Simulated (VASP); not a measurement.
# Pt (Fm-3m) in VASP: a series of runs

Pt is run at these levels: PBE; tasks: single point, relaxation of cell and atoms.

All numbers are computed with VASP 6.6.1; they aren't measurements. Logs are shortened: lines on timing, memory, paths and dates and some standing lists are left out, and cuts for length are marked.

**1. The cell of the first run**

The structure is cubic, space group Fm-3m (No. 225). The conventional cell has a = 3.962 Å, b = 3.962 Å, c = 3.962 Å, α = 90.00°, β = 90.00°, γ = 90.00°. Pt (site symmetry m-3m) has 12 Pt at 2.80 Å within 3.7 Å.

**2. Single point, PBE**

INCAR

```
SYSTEM = Pt
PREC = Accurate
ENCUT = 500
EDIFF = 1E-6
ISMEAR = 0
SIGMA = 0.1
LREAL = .False.
LASPH = .True.
NELM = 120
ALGO = Normal
ISIF = 2
LWAVE = .False.
LCHARG = .False.
GGA = PE
NBANDS = 11
GGA_COMPAT = .False.
```

KPOINTS

```
Automatic mesh
0
Gamma
  8 8 8
  0 0 0
```

POSCAR

```
Pt
1.0
    0.0000000000      1.9810970740      1.9810970740
    1.9810970740      0.0000000000      1.9810970740
    1.9810970740      1.9810970740      0.0000000000
Pt
1
Direct
    0.0000000000      0.0000000000      0.0000000000
```

Potentials or basis: VASP PAW PBE potentials, release 64 (Pt).

On the command line:

```bash
$ cat potpaw_PBE.64/Pt/POTCAR > POTCAR
$ mpirun -np 1 vasp_std > vasp.out
```

OUTCAR:

```text
SYSTEM = Pt
   PREC = Accurate
   ENCUT = 500
   EDIFF = 1E-6
   ISMEAR = 0
   LREAL = .False.
   LASPH = .True.
   NELM = 120
   ISIF = 2
   GGA = PE

 ion  position               nearest neighbor table
   1  0.000  0.000  0.000-

  LATTYP: Found a face centered cubic cell.
 ALAT       =     3.9621941480

  Lattice vectors:

 A1 = (   0.0000000000,   1.9810970740,   1.9810970740)
 A2 = (   1.9810970740,   0.0000000000,   1.9810970740)
 A3 = (   1.9810970740,   1.9810970740,   0.0000000000)

Analysis of symmetry for initial positions (statically):
=====================================================================
 Subroutine PRICEL returns:
 Original cell was already a primitive cell.

 Routine SETGRP: Setting up the symmetry group for a
 face centered cubic supercell.

 Subroutine GETGRP returns: Found 48 space group operations
 (whereof 48 operations were pure point group operations)
 out of a pool of 48 trial point group operations.

The static configuration has the point symmetry O_h .

Analysis of symmetry for dynamics (positions and initial velocities):
=====================================================================
 Subroutine PRICEL returns:
 Original cell was already a primitive cell.

 Routine SETGRP: Setting up the symmetry group for a
 face centered cubic supercell.

 Subroutine GETGRP returns: Found 48 space group operations
 (whereof 48 operations were pure point group operations)
 out of a pool of 48 trial point group operations.

The dynamic configuration has the point symmetry O_h .

 Subroutine INISYM returns: Found 48 space group operations
 (whereof 48 operations are pure point group operations),
 and found     1 'primitive' translations

----------------------------------------------------------------------------------------

                                     Primitive cell

  volume of cell :      15.5506

  direct lattice vectors                    reciprocal lattice vectors
     0.000000000  1.981097074  1.981097074    -0.252385411  0.252385411  0.252385411
     1.981097074  0.000000000  1.981097074     0.252385411 -0.252385411  0.252385411
     1.981097074  1.981097074  0.000000000     0.252385411  0.252385411 -0.252385411

  length of vectors
     2.801694350  2.801694350  2.801694350     0.437144356  0.437144356  0.437144356

  position of ions in fractional coordinates (direct lattice)
     0.000000000  0.000000000  0.000000000

  ion indices of the primitive-cell ions
   primitive index   ion index
                 1           1

----------------------------------------------------------------------------------------

 KPOINTS: Automatic mesh

Automatic generation of k-mesh.
 Grid dimensions read from file:
 generate k-points for:    8    8    8

 Generating k-lattice:

  Cartesian coordinates                     Fractional coordinates (reciprocal lattice)
    -0.031548176  0.031548176  0.031548176     0.125000000  0.000000000  0.000000000
     0.031548176 -0.031548176  0.031548176     0.000000000  0.125000000  0.000000000
     0.031548176  0.031548176 -0.031548176     0.000000000  0.000000000  0.125000000

  Length of vectors
     0.054643044  0.054643044  0.054643044

  Shift w.r.t. Gamma in fractional coordinates (k-lattice)
     0.000000000  0.000000000  0.000000000

 Subroutine IBZKPT returns following result:
 ===========================================

 Found     29 irreducible k-points:

 Following reciprocal coordinates:
            Coordinates               Weight
  0.000000  0.000000  0.000000      1.000000
  0.125000  0.000000  0.000000      8.000000
  0.250000  0.000000  0.000000      8.000000
  0.375000  0.000000  0.000000      8.000000
  0.500000  0.000000  0.000000      4.000000
  0.125000  0.125000  0.000000      6.000000
[... 16 lines left out ...]
  0.500000  0.250000  0.125000     48.000000
 -0.375000  0.250000  0.125000     24.000000
 [... further k-points ...]
   k-points           NKPTS =     29   k-points in BZ     NKDIM =     29   number of bands    NBANDS=     11
   number of dos      NEDOS =    301   number of ions     NIONS =      1
   total plane-waves  NPLWV =   8000
   dimension x,y,z NGX =    20 NGY =   20 NGZ =   20
   dimension x,y,z NGXF=    40 NGYF=   40 NGZF=   40
   ions per type =               1
   NGX,Y,Z   is equivalent  to a cutoff of  11.87, 11.87, 11.87 a.u.
   NGXF,Y,Z  is equivalent  to a cutoff of  23.74, 23.74, 23.74 a.u.
 SYSTEM =  Pt
   PREC   = accura    normal or accurate (medium, high low for compatibility)
   ISTART =      0    job   : 0-new  1-cont  2-samecut
   ICHARG =      2    charge: 1-file 2-atom 10-const
   ISPIN  =      1    spin polarized calculation?
   LNONCOLLINEAR =      F non collinear calculations
   LSORBIT =      F    spin-orbit coupling
   LASPH  =      T    aspherical Exc in radial PAW
   ENCUT  =  500.0 eV  36.75 Ry    6.06 a.u.   5.11  5.11  5.11*2*pi/ulx,y,z
   NELM   =    120;   NELMIN=  2; NELMDL= -5     # of ELM steps
   EDIFF  = 0.1E-05   stopping-criterion for ELM
   LREAL  =      F    real-space projection
   EDIFFG = 0.1E-04   stopping-criterion for IOM
   NSW    =      0    number of steps for IOM
   IBRION =     -1    ionic relax: 0-MD 1-quasi-New 2-CG
   NFREE  =      0    steps in history (QN), initial steepest desc. (CG)
   ISIF   =      2    stress and relaxation
   ISYM   =      2    0-nonsym 1-usesym 2-fastsym
   POTIM  = 0.5000    time-step for ionic-motion
   TEBEG  =    0.0;   TEEND  =   0.0 temperature during run
   PSTRESS=    0.0 pullay stress
   NELECT =      10.0000    total number of electrons
   NUPDOWN=      -1.0000    fix difference up-down
   EMIN   =  10.00;   EMAX   =-10.00  energy-range for DOS
   EFERMI =   0.00;   METHOD = LEGACY
   ISMEAR =     0;   SIGMA  =   0.10  broadening in eV -4-tet -1-fermi 0-gaus
   EFERMI_NEDOS =   21; number of points for ismear=-14 and -15
   IALGO  =     38    algorithm
   IMIX   =      4    mixing-type and parameters
     AMIX     =   0.40;   BMIX     =  1.00
     AMIX_MAG =   1.60;   BMIX_MAG =  1.00
  volume/ion in A,a.u.               =      15.55       104.94
  Fermi-wavevector in a.u.,A,eV,Ry     =   1.413055  2.670287 27.167086  1.996725
  Thomas-Fermi vector in A             =   2.534740
   LORBIT       =      0    0 simple, 1 ext, 2 COOP (PROOUT), +10 PAW based schemes
[... 45 lines left out ...]
  band No.  band energies     occupation
      1       1.4020      2.00000
      2       6.8230      2.00000
      3       7.2597      2.00000
      4       7.2597      2.00000
      5       8.9997      2.00000
      6       8.9997      2.00000
      7      26.2463      0.00000
      8      27.7435      0.00000
      9      31.0886      0.00000
     10      31.0886      0.00000
     11      36.5118      0.00000

 k-point     3 :       0.2500    0.0000    0.0000
  band No.  band energies     occupation
      1       2.8056      2.00000
      2       6.7267      2.00000
      3       7.4072      2.00000
      4       7.4072      2.00000
      5       9.2668      2.00000
      6       9.2668      2.00000
      7      23.8091      0.00000
      8      27.0105      0.00000
      9      32.9819      0.00000
     10      32.9819      0.00000
     11      33.9493      0.00000

 k-point     4 :       0.3750    0.0000    0.0000
  band No.  band energies     occupation
      1       3.6058      2.00000
      2       7.1423      2.00000
      3       7.1423      2.00000
      4       8.3350      2.00000
      5      10.1740      2.00000
      6      10.1740      2.00000
      7      19.2275      0.00000
      8      25.6248      0.00000
      9      30.7980      0.00000
     10      30.7980      0.00000
     11      36.7901      0.00000

 k-point     5 :       0.5000    0.0000    0.0000
  band No.  band energies     occupation
      1       3.6603      2.00000
      2       6.9923      2.00000
      3       6.9923      2.00000
      4      10.3379      1.99989
      5      10.6774      0.35245
      6      10.6774      0.35245
      7      16.2691      0.00000
      8      24.9690      0.00000
      9      29.4494      0.00000
     10      29.4494      0.00000
     11      38.5545      0.00000

 k-point     6 :       0.1250    0.1250    0.0000
  band No.  band energies     occupation
      1       1.6041      2.00000
      2       6.5643      2.00000
      3       7.4612      2.00000
      4       7.4612      2.00000
      5       8.5610      2.00000
      6       9.2981      2.00000
      7      26.6086      0.00000
      8      28.7492      0.00000
      9      30.0935      0.00000
     10      30.0935      0.00000
     11      37.9982      0.00000

 k-point     7 :       0.2500    0.1250    0.0000
  band No.  band energies     occupation
      1       2.8003      2.00000
      2       6.1787      2.00000
      3       7.5303      2.00000
      4       7.8050      2.00000
      5       8.6849      2.00000
      6       9.6103      2.00000
      7      25.6306      0.00000
      8      27.7890      0.00000
      9      29.8682      0.00000
     10      31.0506      0.00000
     11      34.6024      0.00000

 k-point     8 :       0.3750    0.1250    0.0000
  band No.  band energies     occupation
      1       3.9443      2.00000
      2       6.6965      2.00000
      3       6.9873      2.00000
      4       7.6685      2.00000
      5      10.2698      2.00000
      6      10.3582      1.99966
      7      20.9374      0.00000
      8      26.6941      0.00000
      9      28.9387      0.00000
     10      30.6350      0.00000
     11      36.4443      0.00000
[... 141 lines left out ...]
 k-point    19 :       0.5000    0.3750    0.0000
  band No.  band energies     occupation
      1       4.2569      2.00000
      2       4.7107      2.00000
      3       9.1950      2.00000
      4      10.0079      2.00000
      5      10.9202      0.00001
      6      13.4599      0.00000
      7      19.3279      0.00000
      8      22.1918      0.00000
      9      23.2620      0.00000
     10      31.0002      0.00000
     11      33.7178      0.00000

 k-point    20 :      -0.3750    0.3750    0.0000
  band No.  band energies     occupation
      1       4.6992      2.00000
      2       5.4564      2.00000
      3       7.9501      2.00000
      4       9.3993      2.00000
      5      10.4799      1.93761
      6      16.3015      0.00000
      7      17.2427      0.00000
      8      20.5117      0.00000
      9      25.1322      0.00000
     10      30.4090      0.00000
     11      36.9221      0.00000

 k-point    21 :       0.5000    0.5000    0.0000
  band No.  band energies     occupation
      1       3.9231      2.00000
      2       4.3578      2.00000
      3      10.6422      0.66561
      4      11.1048      0.00000
      5      11.1048      0.00000
      6      12.5240      0.00000
      7      19.2161      0.00000
      8      21.9796      0.00000
      9      21.9796      0.00000
     10      30.4521      0.00000
     11      33.5929      0.00000

 k-point    22 :       0.3750    0.2500    0.1250
  band No.  band energies     occupation
      1       4.0536      2.00000
      2       5.8010      2.00000
      3       7.0433      2.00000
      4       8.6318      2.00000
      5       8.7154      2.00000
      6      10.6667      0.43644
      7      23.9826      0.00000
      8      26.1081      0.00000
      9      28.4614      0.00000
     10      30.7791      0.00000
     11      34.4578      0.00000

 k-point    23 :       0.5000    0.2500    0.1250
  band No.  band energies     occupation
      1       4.8674      2.00000
      2       6.2816      2.00000
      3       6.5491      2.00000
      4       8.3543      2.00000
      5       9.9486      2.00000
      6      12.5170      0.00000
      7      19.7447      0.00000
      8      24.8033      0.00000
      9      26.7324      0.00000
     10      30.9044      0.00000
     11      34.7288      0.00000

 k-point    24 :      -0.3750    0.2500    0.1250
  band No.  band energies     occupation
      1       4.8933      2.00000
      2       6.0856      2.00000
      3       7.3894      2.00000
      4       8.1028      2.00000
      5      10.4627      1.96478
      6      15.0155      0.00000
      7      15.9969      0.00000
      8      25.1117      0.00000
      9      25.5889      0.00000
     10      29.6747      0.00000
     11      36.5371      0.00000

 [... further k-points ...]
[... 5 lines left out ...]
  --------------------------------------------------------------------------------------
  -------------------------------------------------------------------------------------
  Total        0.0340068      0.0340068      0.0340068      0.0000000     -0.0000000      0.0000000
  in kB        3.5037165      3.5037165      3.5037165      0.0000000     -0.0000000      0.0000000
  external PRESSURE =       3.5037165 kB  Pullay stress =       0.0000000 kB

 VOLUME and BASIS-vectors are now :
 -----------------------------------------------------------------------------
  energy-cutoff  :      500.00
  volume of cell :       15.55
      direct lattice vectors                 reciprocal lattice vectors
     0.000000000  1.981097074  1.981097074    -0.252385411  0.252385411  0.252385411
     1.981097074  0.000000000  1.981097074     0.252385411 -0.252385411  0.252385411
     1.981097074  1.981097074  0.000000000     0.252385411  0.252385411 -0.252385411

 POSITION                                       TOTAL-FORCE (eV/Angst)
 -----------------------------------------------------------------------------------
      0.00000      0.00000      0.00000         0.000000      0.000000      0.000000
 -----------------------------------------------------------------------------------
    total drift:                                0.000000     -0.000000      0.000000

  FREE ENERGIE OF THE ION-ELECTRON SYSTEM (eV)
  ---------------------------------------------------
  free  energy   TOTEN  =        -6.0865529230 eV

  energy  without entropy=       -6.0770979294  energy(sigma->0) =       -6.08182543
```

It took 2.6 s on 1 thread of Intel Xeon 6975P-C (Granite Rapids), shared host; peak memory 0.12 GiB.

Results:

- Free energy: -6.0866 eV
- Pressure: 0.4 GPa
- Band gap on the k mesh: zero (bands 5 and 6 overlap by 2.11 eV)

Caveat: spin-orbit coupling is left out, which moves the levels of the heavy elements.

**3. Single point, PBE**

This run uses another cell than the first one, of 15.65 Å³/atom.

INCAR

```
PREC = Accurate ; ENCUT = 500
EDIFF = 1E-6 ; ISMEAR = 0
SIGMA = 0.1 ; LREAL = F
LASPH = T ; NELM = 120
ALGO = Normal ; ISIF = 2
LWAVE = F ; LCHARG = F
GGA = PE ; NBANDS = 11
GGA_COMPAT = F
```

KPOINTS

```
Automatic mesh
0
Gamma
  18 18 18
```

POSCAR

```
Pt
1.0
    0.0000000000      1.9851446220      1.9851446220
    1.9851446220      0.0000000000      1.9851446220
    1.9851446220      1.9851446220      0.0000000000
Pt
1
Direct
    0.0000000000      0.0000000000      0.0000000000
```

Potentials or basis: VASP PAW PBE potentials, release 64 (Pt).

On the command line:

```bash
$ cat potpaw_PBE.64/Pt/POTCAR > POTCAR
$ mpirun -np 1 vasp_std > vasp.out
```

Run time: 9.7 s. Hardware: 1 thread of Intel Xeon 6975P-C (Granite Rapids), shared host; peak memory 0.14 GiB.

Results (log left out):

- Free energy: -6.1000 eV
- Pressure: -0.5 GPa
- Band gap on the k mesh: zero (bands 5 and 6 overlap by 2.09 eV)

Levels at points of the mesh, in eV from the Fermi level:
| k point | band 1 | band 2 | band 3 | band 4 | band 5 | band 6 | band 7 | band 8 | band 9 | band 10 |
| --- | --- | --- | --- | --- | --- | --- | --- | --- | --- | --- |
| (0.00, 0.00, 0.00) | -9.81 | -3.57 | -3.57 | -3.57 | -1.54 | -1.54 | 14.74 | 19.49 | 19.49 | 19.49 |
| (0.50, 0.00, 0.00) | -6.95 | -3.63 | -3.63 | -0.32 | 0.03 | 0.03 | 5.56 | 14.29 | 18.73 | 18.73 |
| (0.50, 0.50, 0.00) | -6.68 | -6.24 | -0.01 | 0.45 | 0.45 | 1.85 | 8.49 | 11.28 | 11.28 | 19.70 |

Caveat: spin-orbit coupling is left out, which moves the levels of the heavy elements.

**4. Relaxation of cell and atoms, PBE**

INCAR

```
SYSTEM = Pt
PREC = Accurate
ENCUT = 500
EDIFF = 1E-7
ISMEAR = 0
SIGMA = 0.1
LREAL = .FALSE.
LASPH = .TRUE.
NELM = 120
ALGO = Normal
ISIF = 3
LWAVE = .FALSE.
LCHARG = .FALSE.
GGA = PE
IBRION = 2
NSW = 100
EDIFFG = -0.005
GGA_COMPAT = .FALSE.
NELMIN = 4
```

KPOINTS

```
regular mesh
0
G
  18 18 18
  0 0 0
```

POSCAR

```
Pt
1.0
    0.0000000000      1.9810970740      1.9810970740
    1.9810970740      0.0000000000      1.9810970740
    1.9810970740      1.9810970740      0.0000000000
Pt
1
Direct
    0.0000000000      0.0000000000      0.0000000000
```

On the command line:

```bash
$ cat potpaw_PBE.64/Pt/POTCAR > POTCAR
$ mpirun -np 1 vasp_std > vasp.out
```

It took 19 s on 1 thread of Intel Xeon 6975P-C (Granite Rapids), shared host; peak memory 0.15 GiB.

Results (log left out):

| Property | Result |
| --- | --- |
| Free energy | -6.0999 eV |
| Relaxed volume | 15.61 Å³/atom |
| Relaxed cell | a = 2.805 Å, b = 2.805 Å, c = 2.805 Å, α = 60.00°, β = 60.00°, γ = 60.00° |
| Space group after relaxing (to 0.1 Å) | Fm-3m (No. 225) |
| Energy gained by relaxing | 0.2 meV/atom |
| Ionic steps | 3 |
| Pressure after relaxing | 0.0 GPa |
| Band gap on the k mesh | zero (bands 5 and 6 overlap by 2.10 eV) |

The path:
| step | energy change (eV) | largest force (eV/Å) | pressure (GPa) | volume (Å³) |
| --- | --- | --- | --- | --- |
| 1 | 0.0000 | 0.0000 | 1.02 | 15.55 |
| 2 | 0.0011 | 0.0000 | -2.48 | 15.78 |
| 3 | -0.0002 | 0.0000 | 0.01 | 15.61 |

Final structure:
```cif
data_structure
_symmetry_space_group_name_H-M 'P 1'
_symmetry_Int_Tables_number 1
_cell_length_a 2.8055
_cell_length_b 2.8055
_cell_length_c 2.8055
_cell_angle_alpha 60.000
_cell_angle_beta 60.000
_cell_angle_gamma 60.000
_cell_volume 15.61
loop_
_atom_site_label
_atom_site_type_symbol
_atom_site_fract_x
_atom_site_fract_y
_atom_site_fract_z
_atom_site_occupancy
Pt1 Pt 0.00000 0.00000 0.00000 1
```

Levels at points of the mesh, in eV from the Fermi level:
```csv
k point,band 1,band 2,band 3,band 4,band 5,band 6,band 7,band 8,band 9
"(0.00, 0.00, 0.00)",-9.83,-3.58,-3.58,-3.58,-1.55,-1.55,14.73,19.50,19.50
"(0.50, 0.00, 0.00)",-6.97,-3.64,-3.64,-0.33,0.03,0.03,5.58,14.29,18.74
"(0.50, 0.50, 0.00)",-6.70,-6.26,0.00,0.45,0.45,1.85,8.51,11.28,11.28
```

Caveat: spin-orbit coupling is left out, which moves the levels of the heavy elements. Zero-point motion and thermal expansion aren't in these numbers.

**5. Single point, PBE**

This run uses another cell than the first one, of 15.65 Å³/atom.

INCAR

```
SYSTEM = Pt
PREC = Accurate
ENCUT = 500
EDIFF = 1E-6
ISMEAR = 0
SIGMA = 0.1
LREAL = .FALSE.
LASPH = .TRUE.
NELM = 120
ALGO = Normal
ISIF = 2
LWAVE = .FALSE.
LCHARG = .TRUE.
GGA = PE
LELF = .TRUE.
LVHAR = .TRUE.
ISYM = 0
NBANDS = 11
GGA_COMPAT = .FALSE.
```

KPOINTS

```
Automatic mesh
0
Gamma
  18 18 18
  0.5 0.5 0.5
```

POSCAR

```
Pt
1.0
    0.0000000000      1.9851446220      1.9851446220
    1.9851446220      0.0000000000      1.9851446220
    1.9851446220      1.9851446220      0.0000000000
Pt
1
Direct
    0.0000000000      0.0000000000      0.0000000000
```

On the command line:

```bash
$ cat potpaw_PBE.64/Pt/POTCAR > POTCAR
$ mpirun -np 1 vasp_std > vasp.out
```

Wall time 8.3 min (1 thread of Intel Xeon 6975P-C (Granite Rapids), shared host); peak memory 1.8 GiB.

It converged, with:

| Quantity | Value |
| --- | --- |
| Free energy | -6.1030 eV |
| Pressure | -0.5 GPa |
| Band gap on the k mesh | zero (bands 5 and 6 overlap by 2.07 eV) |

Levels at points of the mesh, in eV from the Fermi level:
```
           k point  band 2  band 3  band 4  band 5  band 6  band 7  band 8  band 9
(0.03, 0.03, 0.03)   -3.57   -3.55   -3.55   -1.54   -1.54   14.79   19.32   19.55
```

Caveat: spin-orbit coupling is left out, which moves the levels of the heavy elements.

**6. Overview**

| task | cell | k mesh | gap on the mesh (eV) | pressure (GPa) |
| --- | --- | --- | --- | --- |
| single point | a = 2.802 Å, angles 60.0°, 1 atom | 8 × 8 × 8 | none | 0.4 |
| single point | a = 2.807 Å, angles 60.0°, 1 atom | 18 × 18 × 18 | none | -0.5 |
| relaxation of cell and atoms | relaxed from a = 2.802 Å, angles 60.0°, 1 atom | 18 × 18 × 18 | none | 0.0 |
| single point | a = 2.807 Å, angles 60.0°, 1 atom | 18 × 18 × 18, shifted | none | -0.5 |

Alike in all rows: level PBE; potentials or basis VASP PAW PBE potentials, release 64 (Pt); no spin polarisation; cutoff (eV) 500; smearing gaussian 0.1 eV.

Caveats: spin-orbit coupling is left out, which moves the levels of the heavy elements.

Total energies depend on the potentials used, so only differences within one code and one set of settings carry meaning.
